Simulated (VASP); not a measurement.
# B17SeN17 (a cell with a defect) in VASP: a series of runs, part 2 of 3

VASP 6.6.1. The steps go on from the part before.

## 3. Single point, r2SCANh

File POSCAR:

```
B17SeN17
1.0
    7.4650312844      0.0000000000      0.0000000000
   -3.7325156422      6.4649067324      0.0000000000
    0.0000000000      0.0000000000      6.4954828762
B N Se
17 17 1
Direct
    0.1111111083      0.2222222200      0.2500000000
    0.2222222183      0.1111111100      0.7500000000
    0.1111111133      0.5555555600      0.2500000000
    0.2222222183      0.4444444400      0.7500000000
    0.1111111133      0.8888888900      0.2500000000
    0.2222222233      0.7777777800      0.7500000000
    0.4444444433      0.2222222200      0.2500000000
    0.5555555583      0.1111111100      0.7500000000
    0.4444444433      0.5555555600      0.2500000000
    0.4444444433      0.8888888900      0.2500000000
    0.5555555583      0.7777777800      0.7500000000
    0.7777777783      0.2222222200      0.2500000000
    0.8888888883      0.1111111100      0.7500000000
    0.7777777833      0.5555555600      0.2500000000
    0.8888888883      0.4444444400      0.7500000000
    0.7777777783      0.8888888900      0.2500000000
    0.8888888883      0.7777777800      0.7500000000
    0.1111111083      0.2222222200      0.7500000000
    0.2222222183      0.1111111100      0.2500000000
    0.1111111133      0.5555555600      0.7500000000
    0.2222222183      0.4444444400      0.2500000000
    0.1111111133      0.8888888900      0.7500000000
    0.2222222233      0.7777777800      0.2500000000
    0.5555555583      0.1111111100      0.2500000000
    0.4444444433      0.5555555600      0.7500000000
    0.5555555533      0.4444444400      0.2500000000
    0.4444444433      0.8888888900      0.7500000000
    0.5555555583      0.7777777800      0.2500000000
    0.7777777783      0.2222222200      0.7500000000
    0.8888888883      0.1111111100      0.2500000000
    0.7777777833      0.5555555600      0.7500000000
    0.8888888883      0.4444444400      0.2500000000
    0.7777777783      0.8888888900      0.7500000000
    0.8888888883      0.7777777800      0.2500000000
    0.4444444433      0.2222222200      0.7500000000
```

File INCAR.step1:

```
SYSTEM = B17SeN17
  ALGO = Normal
  EDIFF = 1E-5
  ENCUT = 580
  GGA = PE
  GGA_COMPAT = .FALSE.
  ISIF = 2
  ISMEAR = -1
  ISYM = -1
  LASPH = .TRUE.
  LCHARG = .FALSE.
  LREAL = Auto
  LWAVE = .TRUE.
  NBANDS = 94
  NELM = 120
  PREC = Accurate
  SIGMA = 0.01
```

File INCAR.step2:

```
SYSTEM = B17SeN17
  AEXX = 0.1
  ALGO = Normal
  EDIFF = 1E-6
  ENCUT = 580
  GGA_COMPAT = .FALSE.
  ISIF = 2
  ISMEAR = -1
  ISTART = 1
  ISYM = -1
  LASPH = .TRUE.
  LCHARG = .FALSE.
  LHFCALC = .TRUE.
  LMIXTAU = .TRUE.
  LREAL = Auto
  LWAVE = .FALSE.
  METAGGA = R2SCAN
  NBANDS = 94
  NELM = 120
  PREC = Accurate
  PRECFOCK = Fast
  SIGMA = 0.01
```

File KPOINTS:

```
explicit points
1
Reciprocal
  0.25000000   0.25000000   0.25000000 1
```

Potentials or basis: VASP PAW PBE potentials, release 64 (B, N, Se).

The run is started by

```bash
$ cat potpaw_PBE.64/B/POTCAR potpaw_PBE.64/N/POTCAR potpaw_PBE.64/Se/POTCAR > POTCAR
$ cp INCAR.step1 INCAR
$ mpirun -np 1 vasp_std > vasp.out
$ cp INCAR.step2 INCAR
$ mpirun -np 1 vasp_std > vasp.out
```

OUTCAR:

```text
SYSTEM = B17SeN17
   AEXX = 0.1
   EDIFF = 1E-6
   ENCUT = 580
   ISIF = 2
   ISMEAR = -1
   ISTART = 1
   ISYM = -1
   LASPH = .TRUE.
   LHFCALC = .TRUE.
   LREAL = Auto
   METAGGA = R2SCAN
   NELM = 120
   PREC = Accurate
   PRECFOCK = Fast

 ion  position               nearest neighbor table
   1  0.111  0.222  0.250-  19 1.44  30 1.44  21 1.44
   2  0.222  0.111  0.750-  18 1.44  22 1.44  35 1.44
   3  0.111  0.556  0.250-  23 1.44  32 1.44  21 1.44
   4  0.222  0.444  0.750-  18 1.44  20 1.44  25 1.44
   5  0.111  0.889  0.250-  23 1.44  19 1.44  34 1.44
   6  0.222  0.778  0.750-  22 1.44  27 1.44  20 1.44
[... 16 lines left out ...]
  23  0.222  0.778  0.250-   5 1.44  10 1.44   3 1.44
  24  0.556  0.111  0.250-  12 1.44  10 1.44   7 1.44
  25  0.444  0.556  0.750-  11 1.44   4 1.44
  26  0.556  0.444  0.250-   7 1.44  14 1.44   9 1.44
  27  0.444  0.889  0.750-   6 1.44   8 1.44  11 1.44
  28  0.556  0.778  0.250-  16 1.44   9 1.44  10 1.44
  29  0.778  0.222  0.750-   8 1.44  13 1.44  15 1.44
  30  0.889  0.111  0.250-   1 1.44  12 1.44  16 1.44
  31  0.778  0.556  0.750-  17 1.44  15 1.44
  32  0.889  0.444  0.250-  12 1.44   3 1.44  14 1.44
  33  0.778  0.889  0.750-  11 1.44  17 1.44  13 1.44
  34  0.889  0.778  0.250-  16 1.44  14 1.44   5 1.44
  35  0.444  0.222  0.750-   8 1.44   2 1.44

IMPORTANT INFORMATION: All symmetrisations will be switched off!
NOSYMM: (Re-)initialisation of all symmetry stuff for point group C_1.

----------------------------------------------------------------------------------------

                                     Primitive cell

  volume of cell :     313.4768

  direct lattice vectors                    reciprocal lattice vectors
     7.465031284  0.000000000  0.000000000     0.133957911  0.077340636  0.000000000
    -3.732515642  6.464906732  0.000000000     0.000000000  0.154681273  0.000000000
     0.000000000  0.000000000  6.495482876     0.000000000  0.000000000  0.153953142

  length of vectors
     7.465031284  7.465031284  6.495482876     0.154681273  0.154681273  0.153953142

  position of ions in fractional coordinates (direct lattice)
     0.111111108  0.222222220  0.250000000
     0.222222218  0.111111110  0.750000000
     0.111111113  0.555555560  0.250000000
     0.222222218  0.444444440  0.750000000
     0.111111113  0.888888890  0.250000000
     0.222222223  0.777777780  0.750000000
[... 27 lines left out ...]
     0.888888888  0.777777780  0.250000000
     0.444444443  0.222222220  0.750000000

  ion indices of the primitive-cell ions
   primitive index   ion index
                 1           1
                 2           2
                 3           3
                 4           4
                 5           5
                 6           6
[... 27 lines left out ...]
                34          34
                35          35

----------------------------------------------------------------------------------------

 KPOINTS: explicit points

Read explicit list of k-points.

 Found      1 k-points:

 Following reciprocal coordinates:
            Coordinates               Weight
  0.250000  0.250000  0.250000      1.000000
   k-points           NKPTS =      1   k-points in BZ     NKDIM =      1   number of bands    NBANDS=     94
   number of dos      NEDOS =    301   number of ions     NIONS =     35
   total plane-waves  NPLWV = 194400
   dimension x,y,z NGX =    60 NGY =   60 NGZ =   54
   dimension x,y,z NGXF=   120 NGYF=  120 NGZF=  108
   ions per type =              17  17   1
   NGX,Y,Z   is equivalent  to a cutoff of  13.36, 13.36, 13.82 a.u.
   NGXF,Y,Z  is equivalent  to a cutoff of  26.72, 26.72, 27.64 a.u.
 SYSTEM =  B17SeN17
   PREC   = accura    normal or accurate (medium, high low for compatibility)
   ISTART =      1    job   : 0-new  1-cont  2-samecut
   ICHARG =      0    charge: 1-file 2-atom 10-const
   ISPIN  =      1    spin polarized calculation?
   LNONCOLLINEAR =      F non collinear calculations
   LSORBIT =      F    spin-orbit coupling
   LASPH  =      T    aspherical Exc in radial PAW
   ENCUT  =  580.0 eV  42.63 Ry    6.53 a.u.  14.66 14.66 12.76*2*pi/ulx,y,z
   NELM   =    120;   NELMIN=  2; NELMDL=  0     # of ELM steps
   EDIFF  = 0.1E-05   stopping-criterion for ELM
   LREAL  =      T    real-space projection
   EDIFFG = 0.1E-04   stopping-criterion for IOM
   NSW    =      0    number of steps for IOM
   IBRION =     -1    ionic relax: 0-MD 1-quasi-New 2-CG
   NFREE  =      0    steps in history (QN), initial steepest desc. (CG)
   ISIF   =      2    stress and relaxation
   ISYM   =     -1    0-nonsym 1-usesym 2-fastsym
   POTIM  = 0.5000    time-step for ionic-motion
   TEBEG  =    0.0;   TEEND  =   0.0 temperature during run
   PSTRESS=    0.0 pullay stress
   NELECT =     142.0000    total number of electrons
   NUPDOWN=      -1.0000    fix difference up-down
   EMIN   =  10.00;   EMAX   =-10.00  energy-range for DOS
   EFERMI =   0.00;   METHOD = LEGACY
   ISMEAR =    -1;   SIGMA  =   0.01  broadening in eV -4-tet -1-fermi 0-gaus
   EFERMI_NEDOS =   21; number of points for ismear=-14 and -15
   IALGO  =     38    algorithm
   IMIX   =      1    mixing-type and parameters
     AMIX     =   0.40;   BMIX     =  1.00
     AMIX_MAG =   1.60;   BMIX_MAG =  1.00
  volume/ion in A,a.u.               =       8.96        60.44
  Fermi-wavevector in a.u.,A,eV,Ry     =   1.257291  2.375936 21.507829  1.580781
  Thomas-Fermi vector in A             =   2.390957
   LORBIT       =      0    0 simple, 1 ext, 2 COOP (PROOUT), +10 PAW based schemes
   METAGGA = R2SCAN    functional components
   LHFCALC =     T    Hartree Fock is set to
   PRECFOCK=fast      Normal, Fast or Accurate (Low or Medium for compatibility)
   ENCUT4O =  -1.0   cutoff for four orbital integrals eV
   NKREDX  =     1    reduce k-point grid by
   NKREDY  =     1    reduce k-point grid by
   NKREDZ  =     1    reduce k-point grid by
   AEXX    =    0.1000 exact exchange contribution
   HFSCREEN=    0.0000 screening length (either q_TF or 0.3 A-1)
   HFSCREENC=   0.0000 screening length for correlation (either q_TF or 0.3 A-1)
   ENCUTFOCK=  -1.0 apply spherical cutoff to Coloumb kernel
   IVDW    =     0    specifies the selected vdW correction
   LEPSILON=     F    determine dielectric tensor
   LRPA    =     F    only Hartree local field effects (RPA)
 non-spin polarized calculation
  energy-cutoff  :      580.00
  volume of cell :      313.48
 maximum number of plane-waves:      9934
 NGX is ok and might be reduce to    60
  NGX = 30; NGY = 30; NGZ = 28

 number of electron     141.9999981 magnetization

 Free energy of the ion-electron system (eV)
  ---------------------------------------------------
  ext. energy  EPLUGINS =         0.00000000
  ---------------------------------------------------
  free energy    TOTEN  =      -346.69456753 eV

  energy without entropy =     -346.69456753  energy(sigma->0) =     -346.69456753

 E-fermi :   2.4638     XC(G=0):  -9.9867

 val. band max:        2.1935736534   @ k =   0.2500   0.2500   0.2500
 cond. band min:       3.5913473329   @ k =   0.2500   0.2500   0.2500
 fundamental gap:      1.3977736795
 Fermi energy:         2.4638069080

 k-point     1 :       0.2500    0.2500    0.2500
  band No.  band energies     occupation
      1     -17.5083      2.00000
      2     -16.9369      2.00000
      3     -16.6866      2.00000
      4     -16.4174      2.00000
      5     -16.3647      2.00000
      6     -16.1454      2.00000
[... 75 lines left out ...]
     82      10.2429      0.00000
     83      10.4835      0.00000
 [bands above 83 left out]

------------------------ aborting loop because EDIFF is reached ----------------------------------------

  FORCE on cell =-STRESS in cart. coord.  units (eV):
  Direction    XX          YY          ZZ          XY          YZ          ZX
  --------------------------------------------------------------------------------------
  -------------------------------------------------------------------------------------
  Total       77.1863343     28.6207391      3.3648564      4.2031690     -0.1374524     -0.1310182
  in kB      394.4987761    146.2803830     17.1977561     21.4823653     -0.7025184     -0.6696332
  external PRESSURE =     185.9923051 kB  Pullay stress =       0.0000000 kB

 VOLUME and BASIS-vectors are now :
 -----------------------------------------------------------------------------
  energy-cutoff  :      580.00
  volume of cell :      313.48
      direct lattice vectors                 reciprocal lattice vectors
     7.465031284  0.000000000  0.000000000     0.133957911  0.077340636  0.000000000
    -3.732515642  6.464906732  0.000000000     0.000000000  0.154681273  0.000000000
     0.000000000  0.000000000  6.495482876     0.000000000  0.000000000  0.153953142

 POSITION                                       TOTAL-FORCE (eV/Angst)
 -----------------------------------------------------------------------------------
     -0.00000      1.43665      1.62387         0.085355      0.011058      0.002387
      1.24417      0.71832      4.87161       -25.458505    -13.913125      0.004257
     -1.24417      3.59161      1.62387         0.157431     -0.231768     -0.000821
     -0.00000      2.87329      4.87161         1.330088      0.184157      0.012926
     -2.48834      5.74658      1.62387         0.040844     -0.309077      0.000943
     -1.24417      5.02826      4.87161        -0.496931     -0.473750     -0.001187
[... 27 lines left out ...]
      3.73252      5.02826      1.62387        -0.137680      0.247576     -0.007084
      2.48834      1.43665      4.87161         0.206805     30.324328      0.014725
 -----------------------------------------------------------------------------------
    total drift:                               -0.000986     -0.001451      0.000000

  FREE ENERGIE OF THE ION-ELECTRON SYSTEM (eV)
  ---------------------------------------------------
  free  energy   TOTEN  =      -346.6945675278 eV

  energy  without entropy=     -346.6945675278  energy(sigma->0) =     -346.69456753
```

It took 10 min on 1 thread of Intel Xeon Platinum 8259CL at 2.50GHz (Skylake/Cascade Lake), shared host; peak memory 0.54 GiB.

What came out:

- Free energy: -346.6946 eV
- Pressure: 18.6 GPa
- Largest force: 30.325 eV/Å
- Band gap on the k mesh: 1.40 eV

Forces in eV/Å, atoms in the order of the input:
```
B     0.085   0.011   0.002
B   -25.459 -13.913   0.004
B     0.157  -0.232  -0.001
B     1.330   0.184   0.013
B     0.041  -0.309   0.001
B    -0.497  -0.474  -0.001
B     0.204   0.218  -0.007
B    25.635 -12.962  -0.002
B     0.319  -0.138  -0.002
B     0.317  -0.277   0.002
B     1.992  -1.195   0.000
B     0.309   0.058  -0.002
B    -0.237  -0.399  -0.001
B     0.130  -0.123   0.006
B    -2.095   0.645  -0.015
B     0.238  -0.244   0.000
B    -1.138  -1.840   0.000
N    -0.589  -0.460  -0.008
N    -0.142   0.109   0.011
N     0.278   0.740   0.007
N    -0.240   0.046  -0.003
N     0.539  -0.026   0.004
N    -0.179   0.212  -0.001
N    -0.259   0.076  -0.005
N    -3.236   0.075  -0.007
N    -0.227  -0.076   0.001
N    -0.508  -0.509  -0.012
N    -0.278   0.224   0.001
N     0.878  -0.785   0.005
N    -0.194   0.142  -0.001
N     2.955  -0.118  -0.002
N    -0.136   0.040   0.005
N    -0.062   0.728  -0.001
N    -0.138   0.248  -0.007
Se    0.207  30.324   0.015
```

Caveat: the PAW data sets were made with another functional, which shifts forces and pressure a little.

(Continued in part 3 of 3.)
